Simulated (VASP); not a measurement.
# Sc (Fm-3m) in VASP: a series of runs

Runs on Sc. Level: LDA. Tasks: single point.

Everything below comes from runs of VASP 6.6.1. Logs are shortened: lines on timing, memory, paths and dates and some standing lists are left out, and cuts for length are marked.

## Step 1: The cell of the first run

It takes space group Fm-3m (No. 225, cubic). The conventional cell has a = 4.324 Å, b = 4.324 Å, c = 4.324 Å, α = 90.00°, β = 90.00°, γ = 90.00°. Within 4.0 Å of Sc (site symmetry m-3m) lie 12 Sc at 3.06 Å.

## Step 2: Single point, LDA (volume scaled by 0.9)

The input, INCAR:

```
PREC     = Accurate       # precision mode
ENCUT    = 520            # plane-wave cutoff, eV
EDIFF    = 1E-6           # SCF threshold, eV
ISMEAR   = -1             # smearing method
SIGMA    = 0.1            # smearing width, eV
LREAL    = False          # projectors in reciprocal space
LASPH    = True           # aspherical terms in the spheres
NELM     = 100            # most SCF steps
ALGO     = Normal         # electronic algorithm
ISIF     = 2              # what is computed and relaxed
LWAVE    = False          # write WAVECAR
LCHARG   = False          # write CHGCAR
GGA      = CA             # functional
NBANDS   = 12             # bands
```

The input, KPOINTS:

```
regular mesh
0
Gamma
  15 15 15
```

The input, POSCAR:

```
Sc
1.0
    0.0000000000      2.1622198222      2.1622198222
    2.1622198222      0.0000000000      2.1622198222
    2.1622198222      2.1622198222      0.0000000000
Sc
1
Direct
    0.0000000000      0.0000000000      0.0000000000
```

Potentials or basis: VASP PAW LDA potentials, release 64 (Sc_sv).

Launch:

```
$ cat potpaw_LDA.64/Sc_sv/POTCAR > POTCAR
$ mpirun -np 1 vasp_std > vasp.out
```

OUTCAR:

```text
PREC = Accurate
   ENCUT = 520
   EDIFF = 1E-6
   ISMEAR = -1
   LREAL = False
   LASPH = True
   NELM = 100
   ISIF = 2
   GGA = CA

 ion  position               nearest neighbor table
   1  0.000  0.000  0.000-

  LATTYP: Found a face centered cubic cell.
 ALAT       =     4.3244396444

  Lattice vectors:

 A1 = (   0.0000000000,   2.1622198222,   2.1622198222)
 A2 = (   2.1622198222,   0.0000000000,   2.1622198222)
 A3 = (   2.1622198222,   2.1622198222,   0.0000000000)

Analysis of symmetry for initial positions (statically):
[... 5 lines left out ...]
 face centered cubic supercell.

 Subroutine GETGRP returns: Found 48 space group operations
 (whereof 48 operations were pure point group operations)
 out of a pool of 48 trial point group operations.

The static configuration has the point symmetry O_h .

Analysis of symmetry for dynamics (positions and initial velocities):
[... 5 lines left out ...]
 face centered cubic supercell.

 Subroutine GETGRP returns: Found 48 space group operations
 (whereof 48 operations were pure point group operations)
 out of a pool of 48 trial point group operations.

The dynamic configuration has the point symmetry O_h .

 Subroutine INISYM returns: Found 48 space group operations
 (whereof 48 operations are pure point group operations),
 and found     1 'primitive' translations

----------------------------------------------------------------------------------------

                                     Primitive cell

  volume of cell :      20.2176

  direct lattice vectors                    reciprocal lattice vectors
     0.000000000  2.162219822  2.162219822    -0.231243833  0.231243833  0.231243833
     2.162219822  0.000000000  2.162219822     0.231243833 -0.231243833  0.231243833
     2.162219822  2.162219822  0.000000000     0.231243833  0.231243833 -0.231243833

  length of vectors
     3.057840597  3.057840597  3.057840597     0.400526068  0.400526068  0.400526068

  position of ions in fractional coordinates (direct lattice)
     0.000000000  0.000000000  0.000000000

  ion indices of the primitive-cell ions
   primitive index   ion index
                 1           1

----------------------------------------------------------------------------------------

 KPOINTS: regular mesh

Automatic generation of k-mesh.
 Grid dimensions read from file:
 generate k-points for:   15   15   15

 Generating k-lattice:

  Cartesian coordinates                     Fractional coordinates (reciprocal lattice)
    -0.015416256  0.015416256  0.015416256     0.066666667  0.000000000  0.000000000
     0.015416256 -0.015416256  0.015416256     0.000000000  0.066666667  0.000000000
     0.015416256  0.015416256 -0.015416256     0.000000000  0.000000000  0.066666667

  Length of vectors
     0.026701738  0.026701738  0.026701738

  Shift w.r.t. Gamma in fractional coordinates (k-lattice)
     0.000000000  0.000000000  0.000000000

 Subroutine IBZKPT returns following result:
 ===========================================

 Found    120 irreducible k-points:

 Following reciprocal coordinates:
            Coordinates               Weight
  0.000000  0.000000  0.000000      1.000000
  0.066667  0.000000  0.000000      8.000000
  0.133333  0.000000  0.000000      8.000000
  0.200000  0.000000  0.000000      8.000000
  0.266667  0.000000  0.000000      8.000000
  0.333333  0.000000  0.000000      8.000000
[... 16 lines left out ...]
  0.133333  0.133333  0.000000      6.000000
  0.200000  0.133333  0.000000     24.000000
 [... further k-points ...]
   k-points           NKPTS =    120   k-points in BZ     NKDIM =    120   number of bands    NBANDS=     12
   number of dos      NEDOS =    301   number of ions     NIONS =      1
   total plane-waves  NPLWV =  13824
   dimension x,y,z NGX =    24 NGY =   24 NGZ =   24
   dimension x,y,z NGXF=    48 NGYF=   48 NGZF=   48
   ions per type =               1
   NGX,Y,Z   is equivalent  to a cutoff of  13.05, 13.05, 13.05 a.u.
   NGXF,Y,Z  is equivalent  to a cutoff of  26.10, 26.10, 26.10 a.u.
 SYSTEM =  unknown system
   PREC   = accura    normal or accurate (medium, high low for compatibility)
   ISTART =      0    job   : 0-new  1-cont  2-samecut
   ICHARG =      2    charge: 1-file 2-atom 10-const
   ISPIN  =      1    spin polarized calculation?
   LNONCOLLINEAR =      F non collinear calculations
   LSORBIT =      F    spin-orbit coupling
   LASPH  =      T    aspherical Exc in radial PAW
   ENCUT  =  520.0 eV  38.22 Ry    6.18 a.u.   5.69  5.69  5.69*2*pi/ulx,y,z
   NELM   =    100;   NELMIN=  2; NELMDL= -5     # of ELM steps
   EDIFF  = 0.1E-05   stopping-criterion for ELM
   LREAL  =      F    real-space projection
   EDIFFG = 0.1E-04   stopping-criterion for IOM
   NSW    =      0    number of steps for IOM
   IBRION =     -1    ionic relax: 0-MD 1-quasi-New 2-CG
   NFREE  =      0    steps in history (QN), initial steepest desc. (CG)
   ISIF   =      2    stress and relaxation
   ISYM   =      2    0-nonsym 1-usesym 2-fastsym
   POTIM  = 0.5000    time-step for ionic-motion
   TEBEG  =    0.0;   TEEND  =   0.0 temperature during run
   PSTRESS=    0.0 pullay stress
   NELECT =      11.0000    total number of electrons
   NUPDOWN=      -1.0000    fix difference up-down
   EMIN   =  10.00;   EMAX   =-10.00  energy-range for DOS
   EFERMI =   0.00;   METHOD = LEGACY
   ISMEAR =    -1;   SIGMA  =   0.10  broadening in eV -4-tet -1-fermi 0-gaus
   EFERMI_NEDOS =   21; number of points for ismear=-14 and -15
   IALGO  =     38    algorithm
   IMIX   =      4    mixing-type and parameters
     AMIX     =   0.40;   BMIX     =  1.00
     AMIX_MAG =   1.60;   BMIX_MAG =  1.00
  volume/ion in A,a.u.               =      20.22       136.44
  Fermi-wavevector in a.u.,A,eV,Ry     =   1.336480  2.525581 24.302447  1.786179
  Thomas-Fermi vector in A             =   2.465104
   LORBIT       =      0    0 simple, 1 ext, 2 COOP (PROOUT), +10 PAW based schemes
   GGA     = CA    functional components
   LHFCALC =     F    Hartree Fock is set to
   AEXX    =    0.0000 exact exchange contribution
   IVDW    =     0    specifies the selected vdW correction
   LEPSILON=     F    determine dielectric tensor
   LRPA    =     F    only Hartree local field effects (RPA)
 non-spin polarized calculation
  energy-cutoff  :      520.00
  volume of cell :       20.22
 maximum number of plane-waves:       560
   NGX = 11   NGY = 11   NGZ = 11

 number of electron      10.9999999 magnetization

 Free energy of the ion-electron system (eV)
  ---------------------------------------------------
  ext. energy  EPLUGINS =         0.00000000
  ---------------------------------------------------
  free energy    TOTEN  =        -6.66336698 eV

  energy without entropy =       -6.61616521  energy(sigma->0) =       -6.63976610

 E-fermi :   4.7660     XC(G=0): -10.9853

 val. band max:        4.7271103896   @ k =   0.4000   0.2000   0.0000
 cond. band min:       4.7773308435   @ k =  -0.4667   0.2000   0.0667
 fundamental gap:      0.0502204539
 Fermi energy:         4.7660455819

 k-point     1 :       0.0000    0.0000    0.0000
  band No.  band energies     occupation
      1     -43.5849      2.00000
      2     -22.1612      2.00000
      3     -22.1612      2.00000
      4     -22.1612      2.00000
      5      -0.6775      2.00000
      6       6.5463      0.00000
      7       6.5463      0.00000
      8       6.5463      0.00000
      9       8.3281      0.00000
     10       8.3281      0.00000
     11      18.4901      0.00000
     12      22.6500      0.00000

 k-point     2 :       0.0667    0.0000    0.0000
  band No.  band energies     occupation
      1     -43.5787      2.00000
      2     -22.1970      2.00000
      3     -22.1655      2.00000
      4     -22.1655      2.00000
      5      -0.5407      2.00000
      6       6.4395      0.00000
      7       6.6005      0.00000
      8       6.6005      0.00000
      9       8.2869      0.00000
     10       8.2869      0.00000
     11      18.6644      0.00000
     12      21.6587      0.00000

 k-point     3 :       0.1333    0.0000    0.0000
  band No.  band energies     occupation
      1     -43.5612      2.00000
      2     -22.2973      2.00000
      3     -22.1776      2.00000
      4     -22.1776      2.00000
      5      -0.1450      2.00000
      6       6.1607      0.00000
      7       6.7302      0.00000
      8       6.7302      0.00000
      9       8.2080      0.00000
     10       8.2080      0.00000
     11      19.0221      0.00000
     12      20.0695      0.00000

 k-point     4 :       0.2000    0.0000    0.0000
  band No.  band energies     occupation
      1     -43.5354      2.00000
      2     -22.4427      2.00000
      3     -22.1955      2.00000
      4     -22.1955      2.00000
      5       0.4640      2.00000
      6       5.8086      0.00006
      7       6.8258      0.00000
      8       6.8258      0.00000
      9       8.2248      0.00000
     10       8.2248      0.00000
     11      18.2499      0.00000
     12      19.5145      0.00000

 k-point     5 :       0.2667    0.0000    0.0000
  band No.  band energies     occupation
      1     -43.5055      2.00000
      2     -22.6060      2.00000
      3     -22.2159      2.00000
      4     -22.2159      2.00000
      5       1.2024      2.00000
      6       5.4971      0.00134
      7       6.7763      0.00000
      8       6.7763      0.00000
      9       8.4616      0.00000
     10       8.4616      0.00000
     11      16.7596      0.00000
     12      19.2836      0.00000

 k-point     6 :       0.3333    0.0000    0.0000
  band No.  band energies     occupation
      1     -43.4768      2.00000
      2     -22.7591      2.00000
      3     -22.2353      2.00000
      4     -22.2353      2.00000
      5       1.9316      2.00000
      6       5.3372      0.00659
      7       6.6285      0.00000
      8       6.6285      0.00000
      9       8.8536      0.00000
     10       8.8536      0.00000
     11      15.3651      0.00000
     12      18.7140      0.00000

 k-point     7 :       0.4000    0.0000    0.0000
  band No.  band energies     occupation
      1     -43.4542      2.00000
      2     -22.8767      2.00000
      3     -22.2504      2.00000
      4     -22.2504      2.00000
      5       2.4711      2.00000
      6       5.3982      0.00359
      7       6.4836      0.00000
      8       6.4836      0.00000
      9       9.2416      0.00000
     10       9.2416      0.00000
     11      14.1973      0.00000
     12      18.1672      0.00000

 k-point     8 :       0.4667    0.0000    0.0000
  band No.  band energies     occupation
      1     -43.4418      2.00000
      2     -22.9403      2.00000
      3     -22.2586      2.00000
      4     -22.2586      2.00000
      5       2.7222      2.00000
      6       5.5628      0.00069
      7       6.3995      0.00000
      8       6.3995      0.00000
      9       9.4818      0.00000
     10       9.4818      0.00000
     11      13.4889      0.00000
     12      17.8587      0.00000
[... 166 lines left out ...]
 k-point    20 :      -0.2000    0.0667    0.0000
  band No.  band energies     occupation
      1     -43.5213      2.00000
      2     -22.5022      2.00000
      3     -22.2350      2.00000
      4     -22.1935      2.00000
      5       0.8083      2.00000
      6       5.6340      0.00034
      7       6.7703      0.00000
      8       6.9284      0.00000
      9       7.9641      0.00000
     10       8.5871      0.00000
     11      17.8149      0.00000
     12      19.4760      0.00000

 k-point    21 :      -0.1333    0.0667    0.0000
  band No.  band energies     occupation
      1     -43.5485      2.00000
      2     -22.3555      2.00000
      3     -22.2101      2.00000
      4     -22.1767      2.00000
      5       0.1504      2.00000
      6       5.9670      0.00001
      7       6.7845      0.00000
      8       6.8452      0.00000
      9       7.9527      0.00000
     10       8.3943      0.00000
     11      19.1101      0.00000
     12      19.5916      0.00000

 k-point    22 :      -0.0667    0.0667    0.0000
  band No.  band energies     occupation
      1     -43.5688      2.00000
      2     -22.2468      2.00000
      3     -22.1855      2.00000
      4     -22.1667      2.00000
      5      -0.3176      2.00000
      6       6.2681      0.00000
      7       6.6844      0.00000
      8       6.6906      0.00000
      9       8.1223      0.00000
     10       8.3369      0.00000
     11      18.9147      0.00000
     12      20.8177      0.00000

 k-point    23 :       0.1333    0.1333    0.0000
  band No.  band energies     occupation
      1     -43.5534      2.00000
      2     -22.2940      2.00000
      3     -22.2069      2.00000
      4     -22.2069      2.00000
      5       0.0277      2.00000
      6       5.9500      0.00001
      7       6.8930      0.00000
      8       6.8930      0.00000
      9       7.7173      0.00000
     10       8.5067      0.00000
     11      19.3450      0.00000
     12      20.7320      0.00000

 k-point    24 :       0.2000    0.1333    0.0000
  band No.  band energies     occupation
      1     -43.5341      2.00000
      2     -22.3883      2.00000
      3     -22.2301      2.00000
      4     -22.2239      2.00000
      5       0.4752      2.00000
      6       5.6612      0.00026
      7       6.9846      0.00000
      8       7.0646      0.00000
      9       7.5578      0.00000
     10       8.5969      0.00000
     11      19.4445      0.00000
     12      19.8651      0.00000

 [... further k-points ...]
[... 5 lines left out ...]
  --------------------------------------------------------------------------------------
  -------------------------------------------------------------------------------------
  Total        0.9163586      0.9163586      0.9163586      0.0000000      0.0000000      0.0000000
  in kB       72.6183733     72.6183733     72.6183733      0.0000000      0.0000000      0.0000000
  external PRESSURE =      72.6183733 kB  Pullay stress =       0.0000000 kB

 VOLUME and BASIS-vectors are now :
 -----------------------------------------------------------------------------
  energy-cutoff  :      520.00
  volume of cell :       20.22
      direct lattice vectors                 reciprocal lattice vectors
     0.000000000  2.162219822  2.162219822    -0.231243833  0.231243833  0.231243833
     2.162219822  0.000000000  2.162219822     0.231243833 -0.231243833  0.231243833
     2.162219822  2.162219822  0.000000000     0.231243833  0.231243833 -0.231243833

 POSITION                                       TOTAL-FORCE (eV/Angst)
 -----------------------------------------------------------------------------------
      0.00000      0.00000      0.00000        -0.000000     -0.000000      0.000000
 -----------------------------------------------------------------------------------
    total drift:                                0.000000     -0.000000     -0.000000

  FREE ENERGIE OF THE ION-ELECTRON SYSTEM (eV)
  ---------------------------------------------------
  free  energy   TOTEN  =        -6.6633669786 eV

  energy  without entropy=       -6.6161652121  energy(sigma->0) =       -6.63976610
```

It took 21 s on 1 thread of AMD EPYC 7R43 (Zen 3), shared host; peak memory 0.11 GiB.

What came out:

- Free energy: -6.6634 eV
- Pressure: 7.3 GPa

Caveat: the cell differs from its parent crystal (volume scaled by 0.9).

## Step 3: Single point, LDA (volume scaled by 0.9)

The input, INCAR:

```
SYSTEM = Sc
  PREC = Accurate
  ENCUT = 520
  EDIFF = 1E-7
  ISMEAR = -1
  SIGMA = 0.1
  LREAL = .FALSE.
  LASPH = .TRUE.
  NELM = 80
  ALGO = Normal
  ISIF = 2
  LWAVE = .FALSE.
  LCHARG = .TRUE.
  LELF = .TRUE.
  LVHAR = .TRUE.
  NBANDS = 12
```

The input, KPOINTS:

```
Automatic mesh
0
G
  15 15 15
  0 0 0
```

POSCAR is that of step 2.

Potentials or basis: VASP PAW LDA potentials, release 64 (Sc_sv).

Launch:

```
$ cat potpaw_LDA.64/Sc_sv/POTCAR > POTCAR
$ mpirun -np 1 vasp_std > vasp.out
```

Wall time 22 s (1 thread of AMD EPYC 7R43 (Zen 3), shared host); peak memory 0.11 GiB.

The run converged. Its results:

```
Free energy : -6.6634 eV
Pressure    : 7.3 GPa
```

Levels at points of the mesh, in eV from the Fermi level:
| k point | band 2 | band 3 | band 4 | band 5 | band 6 | band 7 | band 8 | band 9 |
| --- | --- | --- | --- | --- | --- | --- | --- | --- |
| (0.00, 0.00, 0.00) | -26.93 | -26.93 | -26.93 | -5.44 | 1.78 | 1.78 | 1.78 | 3.56 |

Caveat: the cell differs from its parent crystal (volume scaled by 0.9).

## Step 4: Single point, LDA

This run uses another cell than the first one, of 22.46 Å³/atom, 1.111 times its volume.

The input, INCAR:

```
PREC = Accurate
ENCUT = 520
EDIFF = 1E-7
ISMEAR = -1
SIGMA = 0.1
LREAL = F
LASPH = T
NELM = 60
ALGO = Normal
ISIF = 2
LWAVE = F
LCHARG = F
GGA = CA
NBANDS = 12
```

The input, KPOINTS:

```
Automatic mesh
0
Gamma
  15 15 15
```

The input, POSCAR:

```
Sc
1.0
    0.0000000000      2.2395065722      2.2395065722
    2.2395065722      0.0000000000      2.2395065722
    2.2395065722      2.2395065722      0.0000000000
Sc
1
Direct
    0.0000000000      0.0000000000      0.0000000000
```

Launch:

```
$ cat potpaw_LDA.64/Sc_sv/POTCAR > POTCAR
$ mpirun -np 1 vasp_std > vasp.out
```

Wall time 23 s (1 thread of AMD EPYC 7R43 (Zen 3), shared host); peak memory 0.11 GiB.

Results (log left out):

| Item | Value |
| --- | --- |
| Free energy | -6.7122 eV |
| Pressure | 0.1 GPa |

Levels at points of the mesh, in eV from the Fermi level:
```tsv
k point	band 1	band 2	band 3	band 4	band 5	band 6	band 7	band 8	band 9	band 10
(0.00, 0.00, 0.00)	-48.60	-27.28	-27.28	-27.28	-5.31	1.65	1.65	1.65	3.20	3.20
```
